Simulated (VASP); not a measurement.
# Ti (P6_3/mmc) in VASP: notebook

Ti is run at these levels: LDA; tasks: single point, relaxation of cell and atoms.

All numbers are computed with VASP 6.6.1; they aren't measurements. Logs are shortened: lines on timing, memory, paths and dates and some standing lists are left out, and cuts for length are marked.

**1. The cell of the first run**

It takes space group P6_3/mmc (No. 194, hexagonal). Conventional cell: a = 2.239 Å, b = 2.239 Å, c = 4.367 Å, α = 90.00°, β = 90.00°, γ = 120.00°. Within 3.0 Å of Ti (site symmetry -6m2) lie 12 Ti at 2.24 to 2.54 Å.

**2. Single point, LDA**

Contents of INCAR:

```
SYSTEM = Ti
ALGO     = Normal         ! electronic algorithm
EDIFF    = 1E-7           ! SCF threshold, eV
ENCUT    = 520            ! plane-wave cutoff, eV
GGA      = CA             ! functional
ISIF     = 2              ! what is computed and relaxed
ISMEAR   = -1             ! smearing method
LASPH    = .True.         ! aspherical terms in the spheres
LCHARG   = .True.         ! write CHGCAR
LELF     = .True.         ! ELF
LREAL    = .False.        ! projectors in reciprocal space
LVHAR    = .True.       
LWAVE    = .False.        ! write WAVECAR
NBANDS   = 19             ! bands
NELM     = 60             ! most SCF steps
PREC     = Accurate       ! precision mode
SIGMA    = 0.1            ! smearing width, eV
```

Contents of KPOINTS:

```
k-points
0
Gamma
  18 18 10
  0 0 0
```

Contents of POSCAR:

```
Ti
1.0
    2.2387985032      0.0000000000      0.0000000000
   -1.1193992516      1.9388563777      0.0000000000
    0.0000000000      0.0000000000      4.3673016839
Ti
2
Direct
    0.3333333333      0.6666666667      0.2500000000
    0.6666666667      0.3333333333      0.7500000000
```

Potentials or basis: VASP PAW LDA potentials, release 64 (Ti_sv).

Run with:

```sh
cat potpaw_LDA.64/Ti_sv/POTCAR > POTCAR
mpirun -np 1 vasp_std > vasp.out
```

OUTCAR:

```text
SYSTEM = Ti
   EDIFF = 1E-7
   ENCUT = 520
   GGA = CA
   ISIF = 2
   ISMEAR = -1
   LASPH = .True.
   LREAL = .False.
   NELM = 60
   PREC = Accurate

 ion  position               nearest neighbor table
   1  0.333  0.667  0.250-   2 2.54   2 2.54   2 2.54   2 2.54   2 2.54   2 2.54
   2  0.667  0.333  0.750-   1 2.54   1 2.54   1 2.54   1 2.54   1 2.54   1 2.54

  LATTYP: Found a hexagonal cell.
 ALAT       =     2.2387985032
 C/A-ratio  =     1.9507345916

  Lattice vectors:

 A1 = (   2.2387985032,   0.0000000000,   0.0000000000)
 A2 = (  -1.1193992516,   1.9388563777,   0.0000000000)
 A3 = (   0.0000000000,   0.0000000000,   4.3673016839)

Analysis of symmetry for initial positions (statically):
=====================================================================
 Subroutine PRICEL returns:
 Original cell was already a primitive cell.

 Routine SETGRP: Setting up the symmetry group for a
 hexagonal supercell.

 Subroutine GETGRP returns: Found 24 space group operations
 (whereof 12 operations were pure point group operations)
 out of a pool of 24 trial point group operations.

The static configuration has the point symmetry D_3d.
 The point group associated with its full space group is D_6h.

Analysis of symmetry for dynamics (positions and initial velocities):
=====================================================================
 Subroutine PRICEL returns:
 Original cell was already a primitive cell.

 Routine SETGRP: Setting up the symmetry group for a
 hexagonal supercell.

 Subroutine GETGRP returns: Found 24 space group operations
 (whereof 12 operations were pure point group operations)
 out of a pool of 24 trial point group operations.

The dynamic configuration has the point symmetry D_3d.
 The point group associated with its full space group is D_6h.

 Subroutine INISYM returns: Found 24 space group operations
 (whereof 12 operations are pure point group operations),
 and found     1 'primitive' translations

----------------------------------------------------------------------------------------

                                     Primitive cell

  volume of cell :      18.9572

  direct lattice vectors                    reciprocal lattice vectors
     2.238798503  0.000000000  0.000000000     0.446668156  0.257883980  0.000000000
    -1.119399252  1.938856378  0.000000000     0.000000000  0.515767961  0.000000000
     0.000000000  0.000000000  4.367301684     0.000000000  0.000000000  0.228974335

  length of vectors
     2.238798503  2.238798503  4.367301684     0.515767961  0.515767961  0.228974335

  position of ions in fractional coordinates (direct lattice)
     0.333333333  0.666666667  0.250000000
     0.666666667  0.333333333  0.750000000

  ion indices of the primitive-cell ions
   primitive index   ion index
                 1           1
                 2           2

----------------------------------------------------------------------------------------

 KPOINTS: k-points

Automatic generation of k-mesh.
 Grid dimensions read from file:
 generate k-points for:   18   18   10

 Generating k-lattice:

  Cartesian coordinates                     Fractional coordinates (reciprocal lattice)
     0.024814898  0.014326888  0.000000000     0.055555556  0.000000000  0.000000000
     0.000000000  0.028653776  0.000000000     0.000000000  0.055555556  0.000000000
     0.000000000  0.000000000  0.022897434     0.000000000  0.000000000  0.100000000

  Length of vectors
     0.028653776  0.028653776  0.022897434

  Shift w.r.t. Gamma in fractional coordinates (k-lattice)
     0.000000000  0.000000000  0.000000000

 Subroutine IBZKPT returns following result:
 ===========================================

 Found    222 irreducible k-points:

 Following reciprocal coordinates:
            Coordinates               Weight
  0.000000  0.000000  0.000000      1.000000
  0.055556  0.000000  0.000000      6.000000
  0.111111  0.000000  0.000000      6.000000
  0.166667  0.000000  0.000000      6.000000
  0.222222  0.000000  0.000000      6.000000
  0.277778  0.000000  0.000000      6.000000
[... 16 lines left out ...]
  0.333333  0.111111  0.000000     12.000000
  0.388889  0.111111  0.000000     12.000000
 [... further k-points ...]
   k-points           NKPTS =    222   k-points in BZ     NKDIM =    222   number of bands    NBANDS=     19
   number of dos      NEDOS =    301   number of ions     NIONS =      2
   total plane-waves  NPLWV =  10368
   dimension x,y,z NGX =    18 NGY =   18 NGZ =   32
   dimension x,y,z NGXF=    36 NGYF=   36 NGZF=   64
   ions per type =               2
   NGX,Y,Z   is equivalent  to a cutoff of  13.37, 13.37, 12.18 a.u.
   NGXF,Y,Z  is equivalent  to a cutoff of  26.73, 26.73, 24.36 a.u.
 SYSTEM =  Ti
   PREC   = accura    normal or accurate (medium, high low for compatibility)
   ISTART =      0    job   : 0-new  1-cont  2-samecut
   ICHARG =      2    charge: 1-file 2-atom 10-const
   ISPIN  =      1    spin polarized calculation?
   LNONCOLLINEAR =      F non collinear calculations
   LSORBIT =      F    spin-orbit coupling
   LASPH  =      T    aspherical Exc in radial PAW
   ENCUT  =  520.0 eV  38.22 Ry    6.18 a.u.   4.16  4.16  8.12*2*pi/ulx,y,z
   NELM   =     60;   NELMIN=  2; NELMDL= -5     # of ELM steps
   EDIFF  = 0.1E-06   stopping-criterion for ELM
   LREAL  =      F    real-space projection
   EDIFFG = 0.1E-05   stopping-criterion for IOM
   NSW    =      0    number of steps for IOM
   IBRION =     -1    ionic relax: 0-MD 1-quasi-New 2-CG
   NFREE  =      0    steps in history (QN), initial steepest desc. (CG)
   ISIF   =      2    stress and relaxation
   ISYM   =      2    0-nonsym 1-usesym 2-fastsym
   POTIM  = 0.5000    time-step for ionic-motion
   TEBEG  =    0.0;   TEEND  =   0.0 temperature during run
   PSTRESS=    0.0 pullay stress
   NELECT =      24.0000    total number of electrons
   NUPDOWN=      -1.0000    fix difference up-down
   EMIN   =  10.00;   EMAX   =-10.00  energy-range for DOS
   EFERMI =   0.00;   METHOD = LEGACY
   ISMEAR =    -1;   SIGMA  =   0.10  broadening in eV -4-tet -1-fermi 0-gaus
   EFERMI_NEDOS =   21; number of points for ismear=-14 and -15
   IALGO  =     38    algorithm
   IMIX   =      4    mixing-type and parameters
     AMIX     =   0.40;   BMIX     =  1.00
     AMIX_MAG =   1.60;   BMIX_MAG =  1.00
  volume/ion in A,a.u.               =       9.48        63.96
  Fermi-wavevector in a.u.,A,eV,Ry     =   1.771008  3.346721 42.674277  3.136471
  Thomas-Fermi vector in A             =   2.837685
   LORBIT       =      0    0 simple, 1 ext, 2 COOP (PROOUT), +10 PAW based schemes
   GGA     = CA    functional components
   LHFCALC =     F    Hartree Fock is set to
   AEXX    =    0.0000 exact exchange contribution
   IVDW    =     0    specifies the selected vdW correction
   LEPSILON=     F    determine dielectric tensor
   LRPA    =     F    only Hartree local field effects (RPA)
 non-spin polarized calculation
  energy-cutoff  :      520.00
  volume of cell :       18.96
 maximum number of plane-waves:       526
 NGX is ok and might be reduce to    18
   NGX =  9   NGY =  9   NGZ = 17

 number of electron      24.0000011 magnetization

 Free energy of the ion-electron system (eV)
  ---------------------------------------------------
  ext. energy  EPLUGINS =         0.00000000
  ---------------------------------------------------
  free energy    TOTEN  =       -12.97842455 eV

  energy without entropy =      -12.95052475  energy(sigma->0) =      -12.96447465

 E-fermi :  15.9676     XC(G=0): -14.9792

 val. band max:       15.9675147273   @ k =   0.2778   0.1667   0.0000
 cond. band min:      15.9698865932   @ k =   0.3333   0.2222   0.2000
 fundamental gap:      0.0023718659
 Fermi energy:        15.9675518023

 k-point     1 :       0.0000    0.0000    0.0000
  band No.  band energies     occupation
      1     -40.1259      2.00000
      2     -39.5075      2.00000
      3     -17.6411      2.00000
      4     -14.8123      2.00000
      5     -13.8120      2.00000
      6     -13.8120      2.00000
[... 11 lines left out ...]
     18      20.8966      0.00000
     19      22.5462      0.00000

 k-point     2 :       0.0556    0.0000    0.0000
  band No.  band energies     occupation
      1     -40.0873      2.00000
      2     -39.4755      2.00000
      3     -17.5983      2.00000
      4     -14.8050      2.00000
      5     -13.9634      2.00000
      6     -13.8490      2.00000
[... 11 lines left out ...]
     18      20.7771      0.00000
     19      22.5749      0.00000

 k-point     3 :       0.1111    0.0000    0.0000
  band No.  band energies     occupation
      1     -39.9746      2.00000
      2     -39.3827      2.00000
      3     -17.4727      2.00000
      4     -14.7854      2.00000
      5     -14.3930      2.00000
      6     -14.2127      2.00000
[... 11 lines left out ...]
     18      20.4674      0.00000
     19      22.6260      0.00000

 k-point     4 :       0.1667    0.0000    0.0000
  band No.  band energies     occupation
      1     -39.7966      2.00000
      2     -39.2384      2.00000
      3     -17.2726      2.00000
      4     -15.0345      2.00000
      5     -14.8314      2.00000
      6     -14.7600      2.00000
[... 11 lines left out ...]
     18      20.0563      0.00000
     19      22.6503      0.00000

 k-point     5 :       0.2222    0.0000    0.0000
  band No.  band energies     occupation
      1     -39.5686      2.00000
      2     -39.0578      2.00000
      3     -17.0118      2.00000
      4     -15.7966      2.00000
      5     -15.5586      2.00000
      6     -14.7388      2.00000
[... 11 lines left out ...]
     18      20.1614      0.00000
     19      22.6310      0.00000

 k-point     6 :       0.2778    0.0000    0.0000
  band No.  band energies     occupation
      1     -39.3119      2.00000
      2     -38.8623      2.00000
      3     -16.7098      2.00000
      4     -16.5819      2.00000
      5     -16.3038      2.00000
      6     -14.7341      2.00000
[... 11 lines left out ...]
     18      21.2649      0.00000
     19      22.5765      0.00000

 k-point     7 :       0.3333    0.0000    0.0000
  band No.  band energies     occupation
      1     -39.0540      2.00000
      2     -38.6773      2.00000
      3     -17.3002      2.00000
      4     -16.9840      2.00000
      5     -16.3920      2.00000
      6     -14.7570      2.00000
[... 11 lines left out ...]
     18      22.4018      0.00000
     19      22.5056      0.00000

 k-point     8 :       0.3889    0.0000    0.0000
  band No.  band energies     occupation
      1     -38.8268      2.00000
      2     -38.5294      2.00000
      3     -17.8746      2.00000
      4     -17.5278      2.00000
      5     -16.0917      2.00000
      6     -14.8119      2.00000
[... 256 lines left out ...]
 k-point    20 :       0.1667    0.1111    0.0000
  band No.  band energies     occupation
      1     -39.4769      2.00000
      2     -38.9865      2.00000
      3     -16.9056      2.00000
      4     -15.9092      2.00000
      5     -15.8074      2.00000
      6     -14.7333      2.00000
[... 11 lines left out ...]
     18      21.1927      0.00000
     19      22.2285      0.00000

 k-point    21 :       0.2222    0.1111    0.0000
  band No.  band energies     occupation
      1     -39.2316      2.00000
      2     -38.8021      2.00000
      3     -16.6138      2.00000
      4     -16.6060      2.00000
      5     -16.4228      2.00000
      6     -14.7348      2.00000
[... 11 lines left out ...]
     18      22.0752      0.00000
     19      22.5826      0.00000

 k-point    22 :       0.2778    0.1111    0.0000
  band No.  band energies     occupation
      1     -38.9854      2.00000
      2     -38.6286      2.00000
      3     -17.2494      2.00000
      4     -16.9903      2.00000
      5     -16.3063      2.00000
      6     -14.9309      2.00000
[... 11 lines left out ...]
     18      22.5130      0.00000
     19      24.0091      0.00000

 k-point    23 :       0.3333    0.1111    0.0000
  band No.  band energies     occupation
      1     -38.7686      2.00000
      2     -38.4908      2.00000
      3     -17.7669      2.00000
      4     -17.4494      2.00000
      5     -16.0145      2.00000
      6     -15.1177      2.00000
[... 11 lines left out ...]
     18      23.1422      0.00000
     19      25.3415      0.00000

 k-point    24 :       0.3889    0.1111    0.0000
  band No.  band energies     occupation
      1     -38.6138      2.00000
      2     -38.4078      2.00000
      3     -18.1020      2.00000
      4     -17.7482      2.00000
      5     -15.7832      2.00000
      6     -15.2368      2.00000
[... 11 lines left out ...]
     18      23.4266      0.00000
     19      26.4270      0.00000

 [... further k-points ...]
[... 5 lines left out ...]
  --------------------------------------------------------------------------------------
  -------------------------------------------------------------------------------------
  Total       16.9493826     16.9493826     16.3264204     -0.0000000      0.0000000      0.0000000
  in kB     1432.4867899   1432.4867898   1379.8367806     -0.0000000      0.0000000      0.0000000
  external PRESSURE =    1414.9367868 kB  Pullay stress =       0.0000000 kB

 VOLUME and BASIS-vectors are now :
 -----------------------------------------------------------------------------
  energy-cutoff  :      520.00
  volume of cell :       18.96
      direct lattice vectors                 reciprocal lattice vectors
     2.238798503  0.000000000  0.000000000     0.446668156  0.257883980  0.000000000
    -1.119399252  1.938856378  0.000000000     0.000000000  0.515767961  0.000000000
     0.000000000  0.000000000  4.367301684     0.000000000  0.000000000  0.228974335

 POSITION                                       TOTAL-FORCE (eV/Angst)
 -----------------------------------------------------------------------------------
     -0.00000      1.29257      1.09183        -0.000000      0.000000      0.000000
      1.11940      0.64629      3.27548         0.000000     -0.000000      0.000000
 -----------------------------------------------------------------------------------
    total drift:                               -0.000000      0.000000     -0.000000

  FREE ENERGIE OF THE ION-ELECTRON SYSTEM (eV)
  ---------------------------------------------------
  free  energy   TOTEN  =       -12.9784245487 eV

  energy  without entropy=      -12.9505247456  energy(sigma->0) =      -12.96447465
```

Wall time 2.4 min (1 thread of Intel Xeon 8259CL, shared host); peak memory 0.17 GiB.

Results:

| Item | Value |
| --- | --- |
| Free energy | -12.9784 eV |
| Pressure | 141.5 GPa |
| Band gap on the k mesh | zero (band 12 reaches 17.35 eV, above the bottom of band 13 at 15.61 eV) |

Stress tensor (GPa, compression positive):
```
143.25   0.00   0.00
  0.00 143.25   0.00
  0.00   0.00 137.98
```

Levels at points of the mesh, in eV from the Fermi level:
```tsv
k point	band 10	band 11	band 12	band 13	band 14	band 15
(0.00, 0.00, 0.00)	-3.24	-1.07	1.38	1.38	1.87	1.87
(0.50, 0.00, 0.00)	-4.46	-3.48	-0.43	1.52	2.36	2.58
(0.00, 0.00, 0.50)	-3.43	-1.17	-1.17	1.50	1.50	1.50
(0.50, 0.00, 0.50)	-4.67	-3.02	-3.02	4.12	4.12	4.75
```

(Part 1 of 2 ends here.)
